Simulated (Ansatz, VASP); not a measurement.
**One calculation of Te2Mo, two programs**

INCAR

```
SYSTEM = Te2Mo
PREC = Accurate
ENCUT = 520
EDIFF = 1E-7
ISMEAR = -1
SIGMA = 0.02
LREAL = .FALSE.
LASPH = .TRUE.
NELM = 80
ALGO = Normal
ISIF = 2
LWAVE = .FALSE.
LCHARG = .FALSE.
GGA = PE
NBANDS = 35
```

File KPOINTS:

```
Automatic mesh
0
G
  12 12 2
  0 0 0
```

POSCAR

```
Te2Mo
1.0
    3.5421276629      0.0000000000      0.0000000000
   -1.7710638315      3.0675725395      0.0000000000
    0.0000000000      0.0000000000     14.1766429168
Te Mo
4 2
Direct
    0.3333333333      0.6666666667      0.6234149329
    0.6666666667      0.3333333333      0.1234149329
    0.3333333333      0.6666666667      0.8765850671
    0.6666666667      0.3333333333      0.3765850671
    0.3333333333      0.6666666667      0.2500000000
    0.6666666667      0.3333333333      0.7500000000
```

Input for Ansatz:

```yaml
crystal:
  lattice:
    - [3.5421276629, 0.0, 0.0]
    - [-1.7710638315, 3.0675725395, 0.0]
    - [0.0, 0.0, 14.1766429168]
  atoms:
    - { symbol: Te, position: [0.3333333333, 0.6666666667, 0.6234149329] }
    - { symbol: Te, position: [0.6666666667, 0.3333333333, 0.1234149329] }
    - { symbol: Te, position: [0.3333333333, 0.6666666667, 0.8765850671] }
    - { symbol: Te, position: [0.6666666667, 0.3333333333, 0.3765850671] }
    - { symbol: Mo, position: [0.3333333333, 0.6666666667, 0.25] }
    - { symbol: Mo, position: [0.6666666667, 0.3333333333, 0.75] }
kpoints:
  mp_grid: { grid: [12, 12, 2] }
  band_path:
    path:
      - [[0.0, 0.0, 0.0], [0.5, 7.471596243308e-18, 0.0], [0.3333333333333, 0.3333333333333, 0.0], [0.0, 0.0, 0.0], [0.0, 0.0, 0.5], [0.5, 7.471596243308e-18, 0.5], [0.3333333333333, 0.3333333333333, 0.5], [0.0, 0.0, 0.5]]
      - [[0.5, 7.471596243308e-18, 0.5], [0.5, 7.471596243308e-18, 0.0]]
      - [[0.3333333333333, 0.3333333333333, 0.5], [0.3333333333333, 0.3333333333333, 0.0]]
    npoints: 10
hamiltonian:
  xc: pbe
scf:
  occupations: { method: fermi_dirac, width: 0.02 }
  n_extra_bands: 5
output:
  forces: true
  stress: true
  eigenvalues: true
```

Alike in both runs: task single point; functional PBE; k mesh 12 × 12 × 2; occupations fermi-dirac, width 0.02 eV; no spin polarisation.

|  | VASP | Ansatz |
| --- | --- | --- |
| version | VASP 6.6.1 | Ansatz 0.2.0 |
| potentials or method | VASP PAW PBE potentials, release 64 (Te, Mo_sv) | plane waves, PAW |
| plane-wave cutoff (eV) | 520 | 420 |
| valence electrons in the cell | 52 | 92 |

```csv
,VASP,Ansatz,Ansatz less VASP
gap on the k mesh at the Fermi level (eV),0.82,0.82,+0.005
pressure (GPa),1.9,1.9,+0.02
"traceless stress, the component that is largest in VASP (GPa)",0.88,0.83,-0.057
rms of the force components (eV/Å),0.100,0.094,-0.0069
```

Atom by atom the forces differ by 0.007 eV/Å (rms over components). The functional is the same, so the differences come from potentials, cutoffs and numerics. VASP's potentials hold 52 valence electrons a cell and Ansatz's 92, so a difference there can come from the potentials and not from the codes.

Neither program's run includes spin-orbit coupling.
